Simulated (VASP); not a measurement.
Write the native input for VASP 6.6.1 that does the following.

```
Task                   : single point
Functional             : r2SCAN
Potentials or basis    : VASP PAW PBE potentials, release 64 (Cd, Se)
Cutoff                 : 520 eV
k mesh                 : 10 × 10 × 10
Occupations            : gaussian, width 0.05 eV
Spin                   : no spin polarisation
Dipole correction      : no
Further INCAR settings : ALGO = Normal; EDIFF = 1e-06; NBANDS = 16
```

Crystal: CdSe.

```
Cd Se
1.0
     0.00000    2.76477    2.76477
     2.76477    0.00000    2.76477
     2.76477    2.76477    0.00000
Cd Se
1 1
Direct
  0.00000 0.00000 0.00000
  0.50000 0.50000 0.50000
```

This cell differs from its parent crystal: volume scaled by 0.920.

These files were run (other wordings do the same):

POSCAR

```
CdSe
1.0
    0.0000000000      2.7647700879      2.7647700879
    2.7647700879      0.0000000000      2.7647700879
    2.7647700879      2.7647700879      0.0000000000
Cd Se
1 1
Direct
    0.0000000000      0.0000000000      0.0000000000
    0.5000000000      0.5000000000      0.5000000000
```

INCAR.step1

```
SYSTEM = CdSe
  ALGO = Normal
  EDIFF = 1E-4
  ENCUT = 520
  GGA = PE
  ISMEAR = 0
  LASPH = .True.
  LCHARG = .False.
  LREAL = .False.
  LWAVE = .True.
  NBANDS = 16
  NELM = 60
  PREC = Accurate
  SIGMA = 0.05
```

INCAR.step2

```
SYSTEM = CdSe
  ALGO = Normal
  EDIFF = 1E-6
  ENCUT = 520
  ISIF = 2
  ISMEAR = 0
  ISTART = 1
  LASPH = .True.
  LCHARG = .False.
  LMIXTAU = .True.
  LREAL = .False.
  LWAVE = .False.
  METAGGA = R2SCAN
  NBANDS = 16
  NELM = 60
  PREC = Accurate
  SIGMA = 0.05
```

KPOINTS

```
k-points
0
Gamma
  10 10 10
  0 0 0
```

Potentials or basis: VASP PAW PBE potentials, release 64 (Cd, Se).

Command:

```bash
$ cat potpaw_PBE.64/Cd/POTCAR potpaw_PBE.64/Se/POTCAR > POTCAR
$ cp INCAR.step1 INCAR
$ mpirun -np 1 vasp_std > vasp.out
$ cp INCAR.step2 INCAR
$ mpirun -np 1 vasp_std > vasp.out
```

It gave:

```yaml
Pressure: 7.6 GPa
Band_gap_on_the_k_mesh: zero (band 9 reaches 3.09 eV, above the bottom of band 10 at 3.07 eV)
```

Caveat: the PAW data sets were made with another functional, which shifts forces and pressure a little.

It took 4.2 min on 1 thread of Intel Xeon 8259CL, on a shared host, peak memory 0.19 GiB.
